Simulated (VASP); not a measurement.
Runs of VASP 6.6.1 on LiF. The structure is that of space group F-43m (No. 216), or close to it. The cells are those of the table. 

```csv
cell,gap on the mesh (eV)
"a = 2.982 Å, angles 60.0°, 2 atoms",8.21
"a = 2.928 Å, angles 60.0°, 2 atoms",(a)
"a = 3.083 Å, angles 60.0°, 2 atoms",7.66
"a = 3.033 Å, angles 60.0°, 2 atoms",7.92
"a = 3.131 Å, angles 60.0°, 2 atoms",(b)
```

Alike in all rows: task single point; level PBE; potentials or basis VASP PAW PBE potentials, release 64 (Li_sv, F); no spin polarisation; k mesh 6 × 6 × 6; cutoff (eV) 520; smearing gaussian 0.01 eV.

Q: Fill in the values left out.

A: (a) 8.53; (b) 7.42.

Caveats: some runs use coarse meshes.

